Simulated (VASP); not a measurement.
Ru2S3:

```
CELL_PARAMETERS angstrom
3.96720 0.00000 0.00000
-1.98360 3.43569 0.00000
0.00000 0.00000 7.97547
ATOMIC_POSITIONS crystal
Ru 0.00000 0.00000 0.27198
Ru 0.00000 0.00000 0.72802
S 0.66667 0.33333 0.33408
S 0.66667 0.33333 0.66592
S 0.33333 0.66667 0.50000
```

The cell was generated, and may not be a known phase.

| Item | Value |
| --- | --- |
| Program | VASP 6.6.1 |
| Task | relaxation of cell and atoms |
| Functional | PBE |
| Potentials or basis | VASP PAW PBE potentials, release 64 (Ru_pv, S) |
| Cutoff | 600 eV |
| k mesh | 4 × 4 × 2 |
| Occupations | gaussian, width 0.15 eV |
| Spin | collinear spin, ferromagnetic start |
| Starting moments | [1.0, 1.0, 0.0, 0.0, 0.0] μB |

At the start: pressure -2.7 GPa; volume 21.74 Å³/atom.

Q: How do energy, volume and symmetry change on relaxing?

A: Over 32 steps the energy falls by 1271.0 meV/atom and the volume is 17.26 Å³/atom (-20.6 %); space group P-6m2 (No. 187, to 0.1 Å) before and after; moment 0.00 μB per cell.

The path:
```csv
step,energy change (eV),largest force (eV/Å),pressure (GPa),volume (Å³)
1,0.0000,2.0316,-2.66,108.71
2,-0.4398,2.1124,4.67,103.10
3,-0.5539,2.4337,12.87,98.56
4,-0.6928,2.5109,13.29,98.57
5,-1.1647,2.8735,13.83,98.61
6,-2.3956,3.5264,13.06,98.66
7,-5.0419,2.1274,4.26,98.67
8,-4.4033,3.2131,-16.39,98.33
9,-6.0813,0.6915,-8.25,98.58
10,-6.1048,0.5207,-6.56,98.60
11,-6.1053,0.3740,-7.11,98.59
12,-6.1271,0.9915,-6.39,94.25
13,-6.1522,0.7648,-6.79,96.18
14,-6.2658,0.2350,-1.92,92.53
15,-6.2746,0.1070,0.01,91.29
16,-6.2746,0.1106,0.19,91.19
17,-6.2789,0.0989,0.15,91.13
18,-6.2894,0.0725,0.07,90.94
19,-6.3021,0.2113,-0.04,90.54
20,-6.2510,0.5041,0.47,89.58
21,-6.3031,0.2355,-0.06,90.46
22,-6.3033,0.2560,-0.06,90.39
23,-6.3092,0.1847,-0.57,90.20
24,-6.3120,0.3087,-1.32,89.86
25,-6.3139,0.3290,-1.21,89.64
26,-6.3186,0.3932,-0.85,88.97
27,-6.3225,0.5328,-0.05,87.63
28,-6.3302,0.4634,0.14,87.34
29,-6.3457,0.2578,0.77,86.46
30,-6.3434,0.1651,2.32,84.73
31,-6.3500,0.1117,1.41,85.67
32,-6.3551,0.0182,-0.13,86.29
```

Final structure:
```yaml
crystal:
  lattice:
    - [3.57851, 0.00000, 0.00000]
    - [-1.78925, 3.09908, 0.00000]
    - [0.00000, 0.00000, 7.78073]
  atoms:
    - { symbol: Ru, position: [0.00000, 0.00000, 0.32030] }
    - { symbol: Ru, position: [0.00000, 0.00000, 0.67970] }
    - { symbol: S, position: [0.66667, 0.33333, 0.18548] }
    - { symbol: S, position: [0.66667, 0.33333, 0.81452] }
    - { symbol: S, position: [0.33333, 0.66667, 0.50000] }
```

Caveat: the k points lie up to 0.51 Å⁻¹ apart in the final cell, too coarse for converged energies and pressures of a metal; the volume moved by over 15 % at a fixed basis, so the end points are rough; this functional lacks dispersion, which binds layers or chains, so the pressure and a relaxed spacing across them are unreliable.
